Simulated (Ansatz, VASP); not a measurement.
**Ga3Sb in VASP and in Ansatz**

```
CELL_PARAMETERS angstrom
-2.09285 2.09285 4.47465
2.09285 -2.09285 4.47465
2.09285 2.09285 -4.47465
ATOMIC_POSITIONS crystal
Ga 0.75000 0.25000 0.50000
Ga 0.25000 0.75000 0.50000
Ga 0.50000 0.50000 0.00000
Sb 0.00000 0.00000 0.00000
```

Alike in both runs: functional PBEsol; dispersion D3(BJ); k mesh 14 × 14 × 14; occupations gaussian, width 0.1 eV; no spin polarisation.

Ansatz relaxed the structure, and its values are those at the end. VASP's run is a single point on that final structure, the one shown.

|  | VASP | Ansatz |
| --- | --- | --- |
| version | VASP 6.6.1 | Ansatz 0.2.0 |
| potentials or method | VASP PAW PBE potentials, release 64 (Ga_d, Sb), cutoff 520 eV | scalar-relativistic, plane waves, PAW |
| valence electrons in the cell | 44 | 54 |

Ansatz gave:

| Item | Value |
| --- | --- |
| gap on the k mesh at the Fermi level (eV) | none |
| pressure (GPa) | 0.0 |

Question: Estimate VASP's values.

Answer: gap on the k mesh at the Fermi level (eV): none; pressure (GPa): 0.1.

VASP's potentials were made for PBE, not for PBEsol. A gap of «none» marks a metal or a gap that the smearing closes. VASP's potentials hold 44 valence electrons a cell and Ansatz's 54, so a difference there can come from the potentials and not from the codes.

Spin-orbit coupling is off throughout.
